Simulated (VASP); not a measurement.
# ZnS in VASP: a series of runs

ZnS is run at these levels: PBE; tasks: single point.

Everything below comes from runs of VASP 6.6.1. Logs are shortened: lines on timing, memory, paths and dates and some standing lists are left out, and cuts for length are marked.

## Step 1: The cell of the first run

The cell holds a sheet with vacuum, 2 atoms: a = 3.825 Å, b = 3.825 Å, c = 16.000 Å, α = 90.00°, β = 90.00°, γ = 90.00°.

## Step 2: Single point, PBE

INCAR reads:

```
PREC = Accurate
ENCUT = 520
EDIFF = 1E-6
ISMEAR = 0
SIGMA = 0.1
LREAL = F
LASPH = T
NELM = 100
ALGO = Normal
ISIF = 2
LWAVE = F
LCHARG = F
LDIPOL = T
IDIPOL = 3
DIPOL = 0.5 0.5 0.500
GGA = PE
NBANDS = 16
```

KPOINTS reads:

```
Automatic mesh
0
Gamma
  4 4 1
```

POSCAR reads:

```
ZnS
1.0
    3.8249530000      0.0000000000      0.0000000000
    0.0000000000      3.8249530000      0.0000000000
    0.0000000000      0.0000000000     16.0000000000
Zn S
1 1
Direct
    0.0000000000      0.5000000000      0.4577398400
    0.0000000000      0.0000000000      0.5422601600
```

Potentials or basis: VASP PAW PBE potentials, release 64 (Zn, S).

Command:

```bash
$ cat potpaw_PBE.64/Zn/POTCAR potpaw_PBE.64/S/POTCAR > POTCAR
$ mpirun -np 1 vasp_std > vasp.out
```

OUTCAR:

```text
PREC = Accurate
   ENCUT = 520
   EDIFF = 1E-6
   ISMEAR = 0
   LREAL = F
   LASPH = T
   NELM = 100
   ISIF = 2
   GGA = PE

 ion  position               nearest neighbor table
   1  0.000  0.500  0.458-   2 2.34   2 2.34
   2  0.000  0.000  0.542-   1 2.34   1 2.34

  LATTYP: Found a simple tetragonal cell.
 ALAT       =     3.8249530000
 C/A-ratio  =     4.1830579356

  Lattice vectors:

 A1 = (   3.8249530000,   0.0000000000,   0.0000000000)
 A2 = (   0.0000000000,   3.8249530000,   0.0000000000)
 A3 = (   0.0000000000,   0.0000000000,  16.0000000000)

Analysis of symmetry for initial positions (statically):
=====================================================================
 Subroutine PRICEL returns:
 Original cell was already a primitive cell.

 Routine SETGRP: Setting up the symmetry group for a
 simple tetragonal supercell.

 Subroutine GETGRP returns: Found  4 space group operations
 (whereof  4 operations were pure point group operations)
 out of a pool of 16 trial point group operations.

The static configuration has the point symmetry C_2v.

Analysis of symmetry for dynamics (positions and initial velocities):
=====================================================================
 Subroutine PRICEL returns:
 Original cell was already a primitive cell.

 Routine SETGRP: Setting up the symmetry group for a
 simple tetragonal supercell.

 Subroutine GETGRP returns: Found  4 space group operations
 (whereof  4 operations were pure point group operations)
 out of a pool of 16 trial point group operations.

The dynamic configuration has the point symmetry C_2v.

 Subroutine INISYM returns: Found  4 space group operations
 (whereof  4 operations are pure point group operations),
 and found     1 'primitive' translations

----------------------------------------------------------------------------------------

                                     Primitive cell

  volume of cell :     234.0842

  direct lattice vectors                    reciprocal lattice vectors
     3.824953000  0.000000000  0.000000000     0.261441121  0.000000000  0.000000000
     0.000000000  3.824953000  0.000000000     0.000000000  0.261441121  0.000000000
     0.000000000  0.000000000 16.000000000     0.000000000  0.000000000  0.062500000

  length of vectors
     3.824953000  3.824953000 16.000000000     0.261441121  0.261441121  0.062500000

  position of ions in fractional coordinates (direct lattice)
     0.000000000  0.500000000  0.457739840
     0.000000000  0.000000000  0.542260160

  ion indices of the primitive-cell ions
   primitive index   ion index
                 1           1
                 2           2

----------------------------------------------------------------------------------------

 KPOINTS: Automatic mesh

Automatic generation of k-mesh.
 Grid dimensions read from file:
 generate k-points for:    4    4    1

 Generating k-lattice:

  Cartesian coordinates                     Fractional coordinates (reciprocal lattice)
     0.065360280  0.000000000  0.000000000     0.250000000  0.000000000  0.000000000
     0.000000000  0.065360280  0.000000000     0.000000000  0.250000000  0.000000000
     0.000000000  0.000000000  0.062500000     0.000000000  0.000000000  1.000000000

  Length of vectors
     0.065360280  0.065360280  0.062500000

  Shift w.r.t. Gamma in fractional coordinates (k-lattice)
     0.000000000  0.000000000  0.000000000

 Subroutine IBZKPT returns following result:
 ===========================================

 Found      9 irreducible k-points:

 Following reciprocal coordinates:
            Coordinates               Weight
  0.000000  0.000000  0.000000      1.000000
  0.250000  0.000000  0.000000      2.000000
  0.000000  0.250000  0.000000      2.000000
  0.500000  0.000000  0.000000      1.000000
  0.000000  0.500000  0.000000      1.000000
  0.250000  0.250000  0.000000      4.000000
  0.500000  0.250000  0.000000      2.000000
 -0.250000  0.500000  0.000000      2.000000
  0.500000  0.500000  0.000000      1.000000
   k-points           NKPTS =      9   k-points in BZ     NKDIM =      9   number of bands    NBANDS=     16
   number of dos      NEDOS =    301   number of ions     NIONS =      2
   total plane-waves  NPLWV =  94080
   dimension x,y,z NGX =    28 NGY =   28 NGZ =  120
   dimension x,y,z NGXF=    56 NGYF=   56 NGZF=  240
   ions per type =               1   1
   NGX,Y,Z   is equivalent  to a cutoff of  12.17, 12.17, 12.47 a.u.
   NGXF,Y,Z  is equivalent  to a cutoff of  24.34, 24.34, 24.94 a.u.
 SYSTEM =  unknown system
   PREC   = accura    normal or accurate (medium, high low for compatibility)
   ISTART =      0    job   : 0-new  1-cont  2-samecut
   ICHARG =      2    charge: 1-file 2-atom 10-const
   ISPIN  =      1    spin polarized calculation?
   LNONCOLLINEAR =      F non collinear calculations
   LSORBIT =      F    spin-orbit coupling
   LASPH  =      T    aspherical Exc in radial PAW
   ENCUT  =  520.0 eV  38.22 Ry    6.18 a.u.   7.11  7.11 29.75*2*pi/ulx,y,z
   NELM   =    100;   NELMIN=  2; NELMDL= -5     # of ELM steps
   EDIFF  = 0.1E-05   stopping-criterion for ELM
   LREAL  =      F    real-space projection
   EDIFFG = 0.1E-04   stopping-criterion for IOM
   NSW    =      0    number of steps for IOM
   IBRION =     -1    ionic relax: 0-MD 1-quasi-New 2-CG
   NFREE  =      0    steps in history (QN), initial steepest desc. (CG)
   ISIF   =      2    stress and relaxation
   ISYM   =      2    0-nonsym 1-usesym 2-fastsym
   POTIM  = 0.5000    time-step for ionic-motion
   TEBEG  =    0.0;   TEEND  =   0.0 temperature during run
   PSTRESS=    0.0 pullay stress
   NELECT =      18.0000    total number of electrons
   NUPDOWN=      -1.0000    fix difference up-down
   EMIN   =  10.00;   EMAX   =-10.00  energy-range for DOS
   EFERMI =   0.00;   METHOD = LEGACY
   ISMEAR =     0;   SIGMA  =   0.10  broadening in eV -4-tet -1-fermi 0-gaus
   EFERMI_NEDOS =   21; number of points for ismear=-14 and -15
   IALGO  =     38    algorithm
   IMIX   =      4    mixing-type and parameters
     AMIX     =   0.40;   BMIX     =  1.00
     AMIX_MAG =   1.60;   BMIX_MAG =  1.00
  volume/ion in A,a.u.               =     117.04       789.84
  Fermi-wavevector in a.u.,A,eV,Ry     =   0.696159  1.315549  6.593886  0.484637
  Thomas-Fermi vector in A             =   1.779131
   LORBIT       =      0    0 simple, 1 ext, 2 COOP (PROOUT), +10 PAW based schemes
   GGA     = PE    functional components
   LHFCALC =     F    Hartree Fock is set to
   AEXX    =    0.0000 exact exchange contribution
   IVDW    =     0    specifies the selected vdW correction
   LEPSILON=     F    determine dielectric tensor
   LRPA    =     F    only Hartree local field effects (RPA)
 non-spin polarized calculation
 Gauss-broadening in eV      SIGMA  =   0.10
  energy-cutoff  :      520.00
  volume of cell :      234.08
 maximum number of plane-waves:      6322
   NGX = 15   NGY = 15   NGZ = 59

 number of electron      17.9999994 magnetization

 dipolmoment           0.000000      0.000000      0.235640 electrons x Angstroem

 Free energy of the ion-electron system (eV)
  ---------------------------------------------------
  ext. energy  EPLUGINS =         0.00000000
  ---------------------------------------------------
  free energy    TOTEN  =        -4.48715027 eV

  energy without entropy =       -4.47914475  energy(sigma->0) =       -4.48314751

 E-fermi :  -3.1749     XC(G=0):  -2.6461

 val. band max:       -3.1799125064   @ k =   0.0000   0.5000   0.0000
 cond. band min:      -3.1601912552   @ k =   0.0000   0.5000   0.0000
 fundamental gap:      0.0197212512
 Fermi energy:        -3.1749246623

 k-point     1 :       0.0000    0.0000    0.0000
  band No.  band energies     occupation
      1     -15.2928      2.00000
      2     -10.4055      2.00000
      3     -10.2696      2.00000
      4     -10.2174      2.00000
      5     -10.1926      2.00000
      6     -10.0937      2.00000
[... 8 lines left out ...]
     15       3.7520      0.00000
     16       3.8175      0.00000

 k-point     2 :       0.2500    0.0000    0.0000
  band No.  band energies     occupation
      1     -15.1878      2.00000
      2     -10.4018      2.00000
      3     -10.2564      2.00000
      4     -10.2378      2.00000
      5     -10.1453      2.00000
      6     -10.1074      2.00000
[... 8 lines left out ...]
     15       3.0819      0.00000
     16       4.3582      0.00000

 k-point     3 :       0.0000    0.2500    0.0000
  band No.  band energies     occupation
      1     -15.1099      2.00000
      2     -10.3754      2.00000
      3     -10.2227      2.00000
      4     -10.2113      2.00000
      5     -10.1241      2.00000
      6     -10.1069      2.00000
[... 8 lines left out ...]
     15       3.4297      0.00000
     16       3.6260      0.00000

 k-point     4 :       0.5000    0.0000    0.0000
  band No.  band energies     occupation
      1     -15.0769      2.00000
      2     -10.3980      2.00000
      3     -10.2580      2.00000
      4     -10.2473      2.00000
      5     -10.1211      2.00000
      6     -10.0903      2.00000
[... 8 lines left out ...]
     15       3.8085      0.00000
     16       4.2360      0.00000

 k-point     5 :       0.0000    0.5000    0.0000
  band No.  band energies     occupation
      1     -14.9093      2.00000
      2     -10.3296      2.00000
      3     -10.2032      2.00000
      4     -10.1560      2.00000
      5     -10.1127      2.00000
      6      -9.9989      2.00000
[... 8 lines left out ...]
     15       3.3386      0.00000
     16       4.1322      0.00000

 k-point     6 :       0.2500    0.2500    0.0000
  band No.  band energies     occupation
      1     -15.0113      2.00000
      2     -10.3661      2.00000
      3     -10.2301      2.00000
      4     -10.2111      2.00000
      5     -10.1454      2.00000
      6     -10.0679      2.00000
[... 8 lines left out ...]
     15       3.7699      0.00000
     16       3.9189      0.00000

 k-point     7 :       0.5000    0.2500    0.0000
  band No.  band energies     occupation
      1     -14.9076      2.00000
      2     -10.3577      2.00000
      3     -10.2490      2.00000
      4     -10.2021      2.00000
      5     -10.1665      2.00000
      6     -10.0247      2.00000
[... 8 lines left out ...]
     15       3.5262      0.00000
     16       4.1029      0.00000

 k-point     8 :      -0.2500    0.5000    0.0000
  band No.  band energies     occupation
      1     -14.8189      2.00000
      2     -10.3073      2.00000
      3     -10.2193      2.00000
      4     -10.1850      2.00000
      5     -10.1095      2.00000
      6      -9.9878      2.00000
[... 8 lines left out ...]
     15       3.9080      0.00000
     16       4.6129      0.00000

 k-point     9 :       0.5000    0.5000    0.0000
  band No.  band energies     occupation
      1     -14.7239      2.00000
      2     -10.2862      2.00000
      3     -10.2353      2.00000
      4     -10.2142      2.00000
      5     -10.1062      2.00000
      6      -9.9773      2.00000
[... 8 lines left out ...]
     15       3.8465      0.00000
     16       4.9829      0.00000

------------------------ aborting loop because EDIFF is reached ----------------------------------------

 vacuum level on the upper side and lower side of the slab       (xc-potential included)         1.310        -1.418

  FORCE on cell =-STRESS in cart. coord.  units (eV):
  Direction    XX          YY          ZZ          XY          YZ          ZX
  --------------------------------------------------------------------------------------
  -------------------------------------------------------------------------------------
  Total        0.4701761     -2.2020053     -3.1270494      0.0000000      0.0000000      0.0000000
  in kB        3.2180958    -15.0715095    -21.4029251      0.0000000      0.0000000      0.0000000
  external PRESSURE =     -11.0854463 kB  Pullay stress =       0.0000000 kB

 VOLUME and BASIS-vectors are now :
 -----------------------------------------------------------------------------
  energy-cutoff  :      520.00
  volume of cell :      234.08
      direct lattice vectors                 reciprocal lattice vectors
     3.824953000  0.000000000  0.000000000     0.261441121  0.000000000  0.000000000
     0.000000000  3.824953000  0.000000000     0.000000000  0.261441121  0.000000000
     0.000000000  0.000000000 16.000000000     0.000000000  0.000000000  0.062500000

 POSITION                                       TOTAL-FORCE (eV/Angst)
 -----------------------------------------------------------------------------------
      0.00000      1.91248      7.32384         0.000000      0.000000      2.323783
      0.00000      0.00000      8.67616         0.000000      0.000000     -2.323783
 -----------------------------------------------------------------------------------
    total drift:                               -0.000000      0.000000      0.000871

  FREE ENERGIE OF THE ION-ELECTRON SYSTEM (eV)
  ---------------------------------------------------
  free  energy   TOTEN  =        -4.4871502656 eV

  energy  without entropy=       -4.4791447490  energy(sigma->0) =       -4.48314751

 vacuum level on the upper side and lower side of the slab         2.534        -0.370
```

It took 22 s on 1 thread of AMD EPYC 9R45 (Zen 5), shared host; peak memory 0.26 GiB.

Results:

- Free energy: -4.4872 eV
- Largest force: 2.324 eV/Å
- Band gap on the k mesh: 0.02 eV, direct

Forces in eV/Å, atoms in the order of the input:
```
Zn   0.000  0.000  2.324
S    0.000  0.000 -2.324
```

(Part 1 of 2 ends here.)
